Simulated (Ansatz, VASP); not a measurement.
**Sb: VASP beside Ansatz**

```
Sb
1.0
     3.10145    0.00000    0.00000
     0.00000    4.31834    0.00000
    -0.03865    0.00000    4.37628
Sb
2
Cartesian
  0.0260 1.0796 1.0554
  3.0368 3.2388 3.3209
```

Alike in both runs: task single point; functional r2SCAN; k mesh 9 × 6 × 6; occupations fermi-dirac, width 0.05 eV; no spin polarisation.

```csv
,VASP,Ansatz
version,VASP 6.6.1,Ansatz 0.2.0
potentials or method,"VASP PAW PBE potentials, release 64 (Sb)",Ansatz PAW
plane-wave cutoff (eV),520,500
valence electrons in the cell,10,30
```

|  | VASP | Ansatz | Ansatz less VASP |
| --- | --- | --- | --- |
| gap on the k mesh at the Fermi level (eV) | none | none | - |
| pressure (GPa) | 0.4 | 0.3 | -0.05 |
| traceless stress, the component that is largest in VASP (GPa) | 0.20 | 0.20 | +0.005 |
| rms of the force components (eV/Å) | 0.041 | 0.038 | -0.0034 |

VASP's potentials were made for PBE, not for r2SCAN. Atom by atom the forces differ by 0.005 eV/Å (rms over components). A gap of «none» marks a metal or a gap that the smearing closes. VASP's potentials hold 10 valence electrons a cell and Ansatz's 30, so a difference there can come from the potentials and not from the codes.

Spin-orbit coupling is off throughout.
